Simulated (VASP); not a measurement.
# SiNi3 (Pm-3m) in VASP: further runs

The runs below take SiNi3 through single point, with PBE+D4, PBE, PBE+D3(BJ).

All numbers are computed with VASP 6.6.1; they aren't measurements. Logs are shortened: lines on timing, memory, paths and dates and some standing lists are left out, and cuts for length are marked.

### Step 1. The cell of the first run

Symmetry: Pm-3m, No. 221, cubic system. The conventional cell has a = 3.470 Å, b = 3.470 Å, c = 3.470 Å, α = 90.00°, β = 90.00°, γ = 90.00°. Within 3.2 Å of Ni (site symmetry 4/mmm) lie 8 Ni at 2.45 Å and 4 Si at 2.45 Å. Within 3.2 Å of Si (site symmetry m-3m) lie 12 Ni at 2.45 Å.

### Step 2. Single point, PBE+D4, collinear spin, ferromagnetic start

File INCAR:

```
PREC = Accurate ; ENCUT = 520
EDIFF = 1E-7 ; ISMEAR = -1
SIGMA = 0.05 ; LREAL = False
LASPH = True ; NELM = 150
ALGO = Normal ; ISIF = 2
LWAVE = False ; LCHARG = False
ISPIN = 2 ; MAGMOM = 1 1 1 0
LORBIT = 11 ; LMAXMIX = 4
GGA = PE ; IVDW = 13
NBANDS = 29
```

File KPOINTS:

```
Automatic mesh
0
Gamma
  8 8 8
```

File POSCAR:

```
SiNi3
1.0
    3.4700849688      0.0000000000      0.0000000000
    0.0000000000      3.4700849688      0.0000000000
    0.0000000000      0.0000000000      3.4700849688
Ni Si
3 1
Direct
    0.5000000000      0.5000000000      0.0000000000
    0.5000000000      0.0000000000      0.5000000000
    0.0000000000      0.5000000000      0.5000000000
    0.0000000000      0.0000000000      0.0000000000
```

Potentials or basis: VASP PAW PBE potentials, release 64 (Ni, Si).

On the command line:

```bash
> cat potpaw_PBE.64/Ni/POTCAR potpaw_PBE.64/Si/POTCAR > POTCAR
> mpirun -np 1 vasp_std > vasp.out
```

OUTCAR:

```text
PREC = Accurate
   ENCUT = 520
   EDIFF = 1E-7
   ISMEAR = -1
   LREAL = False
   LASPH = True
   NELM = 150
   ISIF = 2
   ISPIN = 2
   LORBIT = 11
   GGA = PE
   IVDW = 13

 ion  position               nearest neighbor table
   1  0.500  0.500  0.000-   2 2.45   3 2.45   4 2.45   2 2.45   3 2.45   2 2.45   4 2.45   2 2.45
                             3 2.45   4 2.45   3 2.45   4 2.45
   2  0.500  0.000  0.500-   1 2.45   3 2.45   4 2.45   1 2.45   4 2.45   1 2.45   3 2.45   1 2.45
                             3 2.45   4 2.45   4 2.45   3 2.45
   3  0.000  0.500  0.500-   1 2.45   2 2.45   4 2.45   1 2.45   4 2.45   2 2.45   4 2.45   4 2.45
                             1 2.45   2 2.45   1 2.45   2 2.45
   4  0.000  0.000  0.000-   1 2.45   2 2.45   3 2.45   2 2.45   3 2.45   1 2.45   3 2.45   3 2.45
                             1 2.45   2 2.45   2 2.45   1 2.45

  LATTYP: Found a simple cubic cell.
 ALAT       =     3.4700849688

  Lattice vectors:

 A1 = (   3.4700849688,   0.0000000000,   0.0000000000)
 A2 = (   0.0000000000,   3.4700849688,   0.0000000000)
 A3 = (   0.0000000000,   0.0000000000,   3.4700849688)

Analysis of symmetry for initial positions (statically):
=====================================================================
 Subroutine PRICEL returns:
 Original cell was already a primitive cell.

 Routine SETGRP: Setting up the symmetry group for a
 simple cubic supercell.

 Subroutine GETGRP returns: Found 48 space group operations
 (whereof 48 operations were pure point group operations)
 out of a pool of 48 trial point group operations.

The static configuration has the point symmetry O_h .

Analysis of symmetry for dynamics (positions and initial velocities):
=====================================================================
 Subroutine PRICEL returns:
 Original cell was already a primitive cell.

 Routine SETGRP: Setting up the symmetry group for a
 simple cubic supercell.

 Subroutine GETGRP returns: Found 48 space group operations
 (whereof 48 operations were pure point group operations)
 out of a pool of 48 trial point group operations.

The dynamic configuration has the point symmetry O_h .

Analysis of structural, dynamic, and magnetic symmetry:
=====================================================================
 Subroutine PRICEL returns:
 Original cell was already a primitive cell.

 Routine SETGRP: Setting up the symmetry group for a
 simple cubic supercell.

 Subroutine GETGRP returns: Found 48 space group operations
 (whereof 48 operations were pure point group operations)
 out of a pool of 48 trial point group operations.

The overall configuration has the point symmetry O_h .

 Subroutine INISYM returns: Found 48 space group operations
 (whereof 48 operations are pure point group operations),
 and found     1 'primitive' translations

----------------------------------------------------------------------------------------

                                     Primitive cell

  volume of cell :      41.7850

  direct lattice vectors                    reciprocal lattice vectors
     3.470084969  0.000000000  0.000000000     0.288177382  0.000000000  0.000000000
     0.000000000  3.470084969  0.000000000     0.000000000  0.288177382  0.000000000
     0.000000000  0.000000000  3.470084969     0.000000000  0.000000000  0.288177382

  length of vectors
     3.470084969  3.470084969  3.470084969     0.288177382  0.288177382  0.288177382

  position of ions in fractional coordinates (direct lattice)
     0.500000000  0.500000000  0.000000000
     0.500000000  0.000000000  0.500000000
     0.000000000  0.500000000  0.500000000
     0.000000000  0.000000000  0.000000000

  ion indices of the primitive-cell ions
   primitive index   ion index
                 1           1
                 2           2
                 3           3
                 4           4

----------------------------------------------------------------------------------------

 KPOINTS: Automatic mesh

Automatic generation of k-mesh.
 Grid dimensions read from file:
 generate k-points for:    8    8    8

 Generating k-lattice:

  Cartesian coordinates                     Fractional coordinates (reciprocal lattice)
     0.036022173  0.000000000  0.000000000     0.125000000  0.000000000  0.000000000
     0.000000000  0.036022173  0.000000000     0.000000000  0.125000000  0.000000000
     0.000000000  0.000000000  0.036022173     0.000000000  0.000000000  0.125000000

  Length of vectors
     0.036022173  0.036022173  0.036022173

  Shift w.r.t. Gamma in fractional coordinates (k-lattice)
     0.000000000  0.000000000  0.000000000

 Subroutine IBZKPT returns following result:
 ===========================================

 Found     35 irreducible k-points:

 Following reciprocal coordinates:
            Coordinates               Weight
  0.000000  0.000000  0.000000      1.000000
  0.125000  0.000000  0.000000      6.000000
[... 91 lines left out ...]
      5       7.4277      1.00000
      6       7.4277      1.00000
[... 21 lines left out ...]
     28      25.3540      0.00000
     29      25.4811      0.00000

 k-point     2 :       0.1250    0.0000    0.0000
  band No.  band energies     occupation
      1      -0.8600      1.00000
      2       6.0725      1.00000
      3       6.6435      1.00000
      4       7.0212      1.00000
      5       7.4127      1.00000
      6       7.4127      1.00000
[... 21 lines left out ...]
     28      24.7353      0.00000
     29      25.3200      0.00000

 k-point     3 :       0.2500    0.0000    0.0000
  band No.  band energies     occupation
      1      -0.3171      1.00000
      2       5.3460      1.00000
      3       6.6079      1.00000
      4       7.3531      1.00000
      5       7.3531      1.00000
      6       7.3853      1.00000
[... 638 lines left out ...]
      5       7.4815      1.00000
      6       7.9734      1.00000
[... 21 lines left out ...]
     28      26.3208      0.00000
     29      27.1406      0.00000

 k-point    24 :       0.5000    0.3750    0.1250
  band No.  band energies     occupation
      1       2.3010      1.00000
      2       4.6445      1.00000
      3       5.4125      1.00000
      4       7.0346      1.00000
      5       7.4161      1.00000
      6       8.1038      1.00000
[... 21 lines left out ...]
     28      26.3167      0.00000
     29      28.5807      0.00000

 [... further k-points ...]

 spin component 2

 k-point     1 :       0.0000    0.0000    0.0000
  band No.  band energies     occupation
      1      -1.0471      1.00000
      2       6.0545      1.00000
      3       6.8881      1.00000
      4       6.8881      1.00000
      5       7.4277      1.00000
      6       7.4277      1.00000
[... 21 lines left out ...]
     28      25.4488      0.00000
     29      25.4811      0.00000

 k-point     2 :       0.1250    0.0000    0.0000
  band No.  band energies     occupation
      1      -0.8600      1.00000
      2       6.0725      1.00000
      3       6.6436      1.00000
      4       7.0212      1.00000
      5       7.4127      1.00000
      6       7.4127      1.00000
[... 21 lines left out ...]
     28      24.7353      0.00000
     29      25.3199      0.00000

 k-point     3 :       0.2500    0.0000    0.0000
  band No.  band energies     occupation
      1      -0.3171      1.00000
      2       5.3460      1.00000
      3       6.6079      1.00000
      4       7.3532      1.00000
      5       7.3532      1.00000
      6       7.3853      1.00000
[... 638 lines left out ...]
      5       7.4815      1.00000
      6       7.9734      1.00000
[... 21 lines left out ...]
     28      26.3208      0.00000
     29      27.1406      0.00000

 k-point    24 :       0.5000    0.3750    0.1250
  band No.  band energies     occupation
      1       2.3010      1.00000
      2       4.6445      1.00000
      3       5.4125      1.00000
      4       7.0346      1.00000
      5       7.4161      1.00000
      6       8.1038      1.00000
[... 21 lines left out ...]
     28      26.3167      0.00000
     29      28.5807      0.00000

 [... further k-points ...]

------------------------ aborting loop because EDIFF is reached ----------------------------------------

  DFT-D4 for vdW energy calculation

  Edisp (eV):   -2.02598

  FORCE on cell =-STRESS in cart. coord.  units (eV):
  Direction    XX          YY          ZZ          XY          YZ          ZX
  --------------------------------------------------------------------------------------
  -------------------------------------------------------------------------------------
  Total      -0.01958    -0.01958    -0.01958     0.00000     0.00000    -0.00000
  in kB      -0.75087    -0.75087    -0.75087     0.00000     0.00000    -0.00000
  external pressure =       -0.75 kB  Pullay stress =        0.00 kB

 VOLUME and BASIS-vectors are now :
 -----------------------------------------------------------------------------
  energy-cutoff  :      520.00
  volume of cell :       41.78
      direct lattice vectors                 reciprocal lattice vectors
     3.470084969  0.000000000  0.000000000     0.288177382  0.000000000  0.000000000
     0.000000000  3.470084969  0.000000000     0.000000000  0.288177382  0.000000000
     0.000000000  0.000000000  3.470084969     0.000000000  0.000000000  0.288177382

 POSITION                                       TOTAL-FORCE (eV/Angst)
 -----------------------------------------------------------------------------------
      1.73504      1.73504      0.00000         0.000000      0.000000      0.000000
      1.73504      0.00000      1.73504         0.000000      0.000000      0.000000
      0.00000      1.73504      1.73504         0.000000      0.000000      0.000000
      0.00000      0.00000      0.00000         0.000000      0.000000      0.000000
 -----------------------------------------------------------------------------------
    total drift:                                0.000000      0.000000      0.000000

  FREE ENERGIE OF THE ION-ELECTRON SYSTEM (eV)
  ---------------------------------------------------
  free  energy   TOTEN  =       -25.6851829978 eV

  energy  without entropy=      -25.6675233445  energy(sigma->0) =      -25.67635317

 total charge

# of ion       s       p       d       tot
------------------------------------------
    1        0.499   0.603   8.428   9.530
    2        0.499   0.603   8.428   9.530
    3        0.499   0.603   8.428   9.530
    4        0.730   0.840   0.000   1.570
--------------------------------------------------
tot          2.227   2.650  25.284  30.162

 magnetization (x)

# of ion       s       p       d       tot
------------------------------------------
    1       -0.000  -0.000   0.000   0.000
    2       -0.000  -0.000   0.000   0.000
    3       -0.000  -0.000   0.000   0.000
    4       -0.000  -0.000   0.000  -0.000
--------------------------------------------------
tot         -0.000  -0.000   0.000   0.000
```

Run time: 2.9 min. Hardware: 1 thread of Intel Xeon 8259CL, shared host; peak memory 0.21 GiB.

What came out:

```
Free energy                                           : -25.6852 eV
Pressure                                              : -0.1 GPa
Band gap on the k mesh                                : zero (filled and empty bands overlap)
Net moment                                            : 0.00 μB per cell
Valence electrons inside the program's atomic spheres : Ni 9.53; Si 1.57
Dispersion energy per atom                            : -0.506 eV
```

Levels at points of the mesh, in eV from the Fermi level:
Spin up:
```tsv
k point	band 15	band 16	band 17	band 18	band 19	band 20
(0.00, 0.00, 0.00)	-0.65	-0.31	0.03	0.03	0.03	5.12
(0.50, 0.00, 0.00)	-1.20	-0.58	0.03	3.72	3.72	5.34
(0.50, 0.50, 0.00)	-1.16	-1.06	-0.99	0.68	0.68	5.78
(0.50, 0.50, 0.50)	-1.30	-0.46	-0.21	-0.21	-0.21	1.34
```
Spin down:
| k point | band 15 | band 16 | band 17 | band 18 | band 19 | band 20 |
| --- | --- | --- | --- | --- | --- | --- |
| (0.00, 0.00, 0.00) | -0.65 | -0.31 | 0.03 | 0.03 | 0.03 | 5.12 |
| (0.50, 0.00, 0.00) | -1.20 | -0.58 | 0.03 | 3.72 | 3.72 | 5.34 |
| (0.50, 0.50, 0.00) | -1.16 | -1.06 | -0.99 | 0.68 | 0.68 | 5.78 |
| (0.50, 0.50, 0.50) | -1.30 | -0.46 | -0.21 | -0.21 | -0.21 | 1.34 |

### Step 3. Single point, PBE, collinear spin, ferromagnetic start

This run uses another cell than the first one, of 10.78 Å³/atom.

File INCAR:

```
SYSTEM = SiNi3
PREC = Accurate
ENCUT = 520
EDIFF = 1E-7
ISMEAR = -1
SIGMA = 0.05
LREAL = .FALSE.
LASPH = .TRUE.
NELM = 150
ALGO = Normal
ISIF = 2
LWAVE = .FALSE.
LCHARG = .FALSE.
ISPIN = 2
MAGMOM = 1 1 1 0
LORBIT = 11
LMAXMIX = 4
GGA = PE
NBANDS = 29
```

File KPOINTS:

```
regular mesh
0
G
  8 8 8
  0 0 0
```

File POSCAR:

```
SiNi3
1.0
    3.5063568928      0.0000000000      0.0000000000
    0.0000000000      3.5063568928      0.0000000000
    0.0000000000      0.0000000000      3.5063568928
Ni Si
3 1
Direct
    0.5000000000      0.5000000000      0.0000000000
    0.5000000000      0.0000000000      0.5000000000
    0.0000000000      0.5000000000      0.5000000000
    0.0000000000      0.0000000000      0.0000000000
```

Potentials or basis: VASP PAW PBE potentials, release 64 (Ni, Si).

On the command line:

```bash
> cat potpaw_PBE.64/Ni/POTCAR potpaw_PBE.64/Si/POTCAR > POTCAR
> mpirun -np 1 vasp_std > vasp.out
```

Run time: 2.7 min. Hardware: 1 thread of Intel Xeon 8259CL, shared host; peak memory 0.21 GiB.

Results (log left out):

| Property | Result |
| --- | --- |
| Free energy | -23.6879 eV |
| Pressure | 0.0 GPa |
| Band gap on the k mesh | zero (filled and empty bands overlap) |
| Net moment | 0.00 μB per cell |
| Valence electrons inside the program's atomic spheres | Ni 9.46; Si 1.55 |

Levels at points of the mesh, in eV from the Fermi level:
Spin up:
| k point | band 13 | band 14 | band 15 | band 16 | band 17 | band 18 | band 19 | band 20 | band 21 | band 22 |
| --- | --- | --- | --- | --- | --- | --- | --- | --- | --- | --- |
| (0.00, 0.00, 0.00) | -0.88 | -0.62 | -0.62 | -0.30 | 0.03 | 0.03 | 0.03 | 4.82 | 6.33 | 6.33 |
| (0.50, 0.00, 0.00) | -1.31 | -1.29 | -1.14 | -0.56 | 0.03 | 3.60 | 3.60 | 5.20 | 5.27 | 5.27 |
| (0.50, 0.50, 0.00) | -1.44 | -1.42 | -1.11 | -1.01 | -0.95 | 0.65 | 0.65 | 5.58 | 6.33 | 7.67 |
| (0.50, 0.50, 0.50) | -1.44 | -1.24 | -1.24 | -0.39 | -0.21 | -0.21 | -0.21 | 1.20 | 4.02 | 4.02 |
Spin down:
```csv
k point,band 14,band 15,band 16,band 17,band 18,band 19,band 20,band 21
"(0.00, 0.00, 0.00)",-0.62,-0.62,-0.30,0.03,0.03,0.03,4.82,6.33
"(0.50, 0.00, 0.00)",-1.29,-1.14,-0.56,0.03,3.60,3.60,5.20,5.27
"(0.50, 0.50, 0.00)",-1.42,-1.11,-1.01,-0.95,0.65,0.65,5.58,6.33
"(0.50, 0.50, 0.50)",-1.24,-1.24,-0.39,-0.21,-0.21,-0.21,1.20,4.02
```

### Step 4. Single point, PBE+D3(BJ), collinear spin, ferromagnetic start

This run uses another cell than the first one, of 11.11 Å³/atom.

File INCAR:

```
SYSTEM = SiNi3
PREC = Accurate
ENCUT = 520
EDIFF = 1E-6
ISMEAR = -1
SIGMA = 0.05
LREAL = .False.
LASPH = .True.
NELM = 150
ALGO = Normal
ISIF = 2
LWAVE = .False.
LCHARG = .True.
ISPIN = 2
MAGMOM = 1 1 1 0
LORBIT = 11
LMAXMIX = 4
GGA = PE
IVDW = 12
LELF = .True.
LVHAR = .True.
NBANDS = 29
```

File KPOINTS:

```
Automatic mesh
0
Gamma
  8 8 8
  0 0 0
```

File POSCAR:

```
SiNi3
1.0
    3.5420000000      0.0000000000      0.0000000000
    0.0000000000      3.5420000000      0.0000000000
    0.0000000000      0.0000000000      3.5420000000
Ni Si
3 1
Direct
    0.5000000000      0.5000000000      0.0000000000
    0.5000000000      0.0000000000      0.5000000000
    0.0000000000      0.5000000000      0.5000000000
    0.0000000000      0.0000000000      0.0000000000
```

On the command line:

```bash
> cat potpaw_PBE.64/Ni/POTCAR potpaw_PBE.64/Si/POTCAR > POTCAR
> mpirun -np 1 vasp_std > vasp.out
```

Run time: 2.9 min. Hardware: 1 thread of Intel Xeon 8259CL, shared host; peak memory 0.23 GiB.

The run converged. Its results:

```yaml
Free_energy: -25.5772 eV
Pressure: -13.0 GPa
Band_gap_on_the_k_mesh: zero (filled and empty bands overlap)
Net_moment: 0.00 μB per cell
Valence_electrons_inside_the_program's_atomic_spheres: Ni 9.40; Si 1.53
Dispersion_energy_per_atom: -0.479 eV
```

Levels at points of the mesh, in eV from the Fermi level:
Spin up:
```
           k point  band 13  band 14  band 15  band 16  band 17  band 18  band 19  band 20  band 21  band 22
(0.00, 0.00, 0.00)    -0.85    -0.60    -0.60    -0.29     0.02     0.02     0.02     4.54     6.18     6.18
(0.50, 0.00, 0.00)    -1.26    -1.24    -1.10    -0.54     0.02     3.48     3.48     4.97     5.20     5.20
(0.50, 0.50, 0.00)    -1.37    -1.36    -1.06    -0.97    -0.91     0.62     0.62     5.40     6.18     7.56
(0.50, 0.50, 0.50)    -1.38    -1.19    -1.19    -0.33    -0.20    -0.20    -0.20     1.07     3.89     3.89
```
Spin down:
| k point | band 15 | band 16 | band 17 | band 18 | band 19 | band 20 |
| --- | --- | --- | --- | --- | --- | --- |
| (0.00, 0.00, 0.00) | -0.60 | -0.29 | 0.02 | 0.02 | 0.02 | 4.54 |
| (0.50, 0.00, 0.00) | -1.10 | -0.54 | 0.02 | 3.48 | 3.48 | 4.97 |
| (0.50, 0.50, 0.00) | -1.06 | -0.97 | -0.91 | 0.62 | 0.62 | 5.40 |
| (0.50, 0.50, 0.50) | -1.19 | -0.33 | -0.20 | -0.20 | -0.20 | 1.07 |

Caveat: three body term missing; the cell stands under tension.

### Step 5. The runs side by side

| level | cell | gap on the mesh (eV) | pressure (GPa) | moment (μB) |
| --- | --- | --- | --- | --- |
| PBE+D4 | a = 3.470 Å, 4 atoms | none | -0.1 | 0.00 |
| PBE | a = 3.506 Å, 4 atoms | none | 0.0 | 0.00 |
| PBE+D3(BJ) | a = 3.542 Å, 4 atoms | none | -13.0 | 0.00 |

Alike in all rows: task single point; potentials or basis VASP PAW PBE potentials, release 64 (Ni, Si); spin collinear, ferromagnetic start; k mesh 8 × 8 × 8; cutoff (eV) 520; smearing fermi-dirac 0.05 eV.

Caveats: three body term missing (at least some runs); the cell stands under tension (at least some runs).

Total energies depend on the potentials used, so only differences within one code and one set of settings carry meaning.
